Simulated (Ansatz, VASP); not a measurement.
**HfS2 in VASP and in Ansatz**

The input INCAR:

```
SYSTEM = HfS2
ALGO = Normal
DIPOL = 0.5 0.5 0.500
EDIFF = 1E-7
EDIFFG = -0.02
ENCUT = 450
GGA = PE
GGA_COMPAT = .FALSE.
IBRION = 2
IDIPOL = 3
ISIF = 2
ISMEAR = 0
LASPH = .TRUE.
LCHARG = .FALSE.
LDIPOL = .TRUE.
LREAL = .FALSE.
LWAVE = .FALSE.
NELM = 120
NELMDL = -8
NELMIN = 4
NSW = 80
PREC = Accurate
SIGMA = 0.05
```

Contents of KPOINTS:

```
k-points
0
G
  9 9 1
  0 0 0
```

The input POSCAR:

```
HfS2
1.0
    3.6514120884      0.0000000000      0.0000000000
   -1.8257060442      3.1622156282      0.0000000000
    0.0000000000      0.0000000000     24.7509639117
S Hf
4 2
Direct
    0.6666666667      0.3333333333      0.3030185017
    0.3333333333      0.6666666667      0.4199280800
    0.6666666667      0.3333333333      0.5800719200
    0.3333333333      0.6666666667      0.6969814983
    0.0000000000      0.0000000000      0.3614732908
    0.0000000000      0.0000000000      0.6385267092
```

Input for Ansatz:

```yaml
crystal:
  lattice:
    - [3.6514120884, 0.0, 0.0]
    - [-1.8257060442, 3.1622156282, 0.0]
    - [0.0, 0.0, 24.7509639117]
  atoms:
    - { symbol: S, position: [0.6666666667, 0.3333333333, 0.3030185017] }
    - { symbol: Hf, position: [0.0, 0.0, 0.3614732908] }
    - { symbol: S, position: [0.3333333333, 0.6666666667, 0.41992808] }
    - { symbol: S, position: [0.6666666667, 0.3333333333, 0.58007192] }
    - { symbol: Hf, position: [0.0, 0.0, 0.6385267092] }
    - { symbol: S, position: [0.3333333333, 0.6666666667, 0.6969814983] }
basis:
  ecutwfc: 420
kpoints:
  mp_grid: { grid: [9, 9, 1] }
hamiltonian:
  xc: pbe
scf:
  occupations: { method: gaussian, width: 0.05 }
output:
  forces: true
  eigenvalues: true
  write_density: true
  write_potential: true
  elf: true
  volumetric_format: npy
relax:
  adjacent_minimum: "off"
  f_tol: 0.02
  max_steps: 60
efield:
  axis: 3
  dipole_correction: true
  ramp_width: 0.04
```

Alike in both runs: task relaxation of the atoms; functional PBE; k mesh 9 × 9 × 1; occupations gaussian, width 0.05 eV; no spin polarisation.

|  | VASP | Ansatz |
| --- | --- | --- |
| version | VASP 6.6.1 | Ansatz 0.2.0 |
| potentials or method | VASP PAW PBE potentials, release 64 (S, Hf_pv), cutoff 450 eV | scalar-relativistic, plane waves, PAW |
| valence electrons in the cell | 44 | 76 |

```csv
,VASP,Ansatz,Ansatz less VASP
"gap on the k mesh at the Fermi level, each at its own relaxed structure (eV)",1.33,1.30,-0.029
```

VASP's potentials hold 44 valence electrons a cell and Ansatz's 76, so a difference there can come from the potentials and not from the codes.

Spin-orbit coupling is off throughout.
